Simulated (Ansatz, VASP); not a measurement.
**Two plane-wave programs on Si4O7**

```
Si O
1.0
     5.07998    0.00000    0.00000
     0.00000    5.07998    0.00000
     0.00000    0.00000    7.09148
Si O
4 7
Direct
  0.29443 0.29443 0.00000
  0.20557 0.79443 0.25000
  0.70557 0.70557 0.50000
  0.79443 0.20557 0.75000
  0.40537 0.74096 0.42483
  0.75904 0.90537 0.67483
  0.59463 0.25904 0.92483
  0.74096 0.40537 0.57517
  0.12616 0.15403 0.22626
  0.25904 0.59463 0.07517
  0.09463 0.24096 0.82517
```

Change from the starting cell: O vacancy; atom 9 moved 0.875 of the way to it and +0.675 Å across, host rigid.

Alike in both runs: task single point; functional PBE; k mesh 4 × 4 × 4; occupations gaussian, width 0.05 eV; no spin polarisation.

|  | VASP | Ansatz |
| --- | --- | --- |
| version | VASP 6.6.1 | Ansatz 0.2.0 |
| potentials or method | VASP PAW PBE potentials, release 64 (Si, O), cutoff 520 eV | scalar-relativistic, plane waves, PAW |
| valence electrons in the cell | 58 | 58 |

|  | VASP | Ansatz | Ansatz less VASP |
| --- | --- | --- | --- |
| gap on the k mesh at the Fermi level (eV) | 1.96 | 1.96 | 0.000 |
| least direct gap on the mesh (eV) | 2.12 | 2.12 | +0.004 |
| pressure (GPa) | -4.4 | -4.5 | -0.08 |
| traceless stress, the component that is largest in VASP (GPa) | 5.80 | 5.73 | -0.072 |
| rms of the force components (eV/Å) | 1.614 | 1.616 | +0.0021 |

Atom by atom the forces differ by 0.013 eV/Å (rms over components). With one functional, cell and mesh, what is left measures potentials, basis and numerics.
